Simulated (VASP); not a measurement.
Write the native input for VASP 6.6.1 that does the following.

| Quantity | Value |
| --- | --- |
| Task | single point |
| Functional | PBE |
| Potentials or basis | VASP PAW PBE potentials, release 64 (Li_sv, O) |
| Cutoff | 750 eV |
| k mesh | 8 × 8 × 8 |
| Occupations | gaussian, width 0.02 eV |
| Spin | no spin polarisation |
| Dipole correction | no |
| Further INCAR settings | ALGO = Normal; EDIFF = 1e-06; NBANDS = 13 |

The structure of Li2O lies in POSCAR:

```
Li2O
1.0
    0.0000000000      2.2996384350      2.2996384350
    2.2996384350      0.0000000000      2.2996384350
    2.2996384350      2.2996384350      0.0000000000
Li O
2 1
Direct
    0.2500000000      0.2500000000      0.2500000000
    0.7500000000      0.7500000000      0.7500000000
    0.0000000000      0.0000000000      0.0000000000
```

This cell differs from its parent crystal: strained.

These files were run (other wordings do the same):

INCAR

```
PREC = Accurate ; ENCUT = 750
EDIFF = 1E-6 ; ISMEAR = 0
SIGMA = 0.02 ; LREAL = F
LASPH = T ; NELM = 120
ALGO = Normal ; ISIF = 2
LWAVE = F ; LCHARG = F
GGA = PE ; NBANDS = 13
GGA_COMPAT = F
```

KPOINTS

```
regular mesh
0
Gamma
  8 8 8
```

Potentials or basis: VASP PAW PBE potentials, release 64 (Li_sv, O).

Launch:

```bash
$ cat potpaw_PBE.64/Li_sv/POTCAR potpaw_PBE.64/O/POTCAR > POTCAR
$ mpirun -np 1 vasp_std > vasp.out
```

It gave:

- Pressure: 1.1 GPa
- Band gap on the k mesh: 5.00 eV (least direct gap 5.36 eV)

Caveat: the cell differs from its parent crystal (strained).

Wall time 30 s on 1 thread of Intel Xeon 8259CL, on a shared host, peak memory 0.16 GiB.
